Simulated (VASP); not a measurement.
A run of VASP 6.6.1:

INCAR

```
SYSTEM = WC
ALGO = Normal
EDIFF = 1E-6
ENCUT = 520
GGA = PS
ISIF = 2
ISMEAR = 0
LASPH = .True.
LCHARG = .False.
LREAL = .False.
LWAVE = .False.
NBANDS = 16
NELM = 60
PREC = Accurate
SIGMA = 0.15
```

Contents of KPOINTS:

```
k-points
0
Gamma
  18 18 16
  0 0 0
```

The input POSCAR:

```
WC
1.0
    2.9005014360      0.0000000000      0.0000000000
   -1.4502507180      2.5119079273     -0.0251190793
    0.0000000000     -0.0282900000      2.8290000000
W C
1 1
Direct
    0.0000000000      0.0000000000      0.0000000000
    0.6666666667      0.3333333333      0.5000000000
```

Potentials or basis: VASP PAW PBE potentials, release 64 (W_sv, C).

Command:

```bash
$ cat potpaw_PBE.64/W_sv/POTCAR potpaw_PBE.64/C/POTCAR > POTCAR
$ mpirun -np 1 vasp_std > vasp.out
```

Hardware: 1 thread of Intel Xeon 8259CL, on a shared host.

Question: How long does it take, and how much memory?

Answer: It took 6.4 min on 1 thread of Intel Xeon 8259CL, on a shared host, peak memory 0.53 GiB. Counts: scf iterations 12, k points 1379.
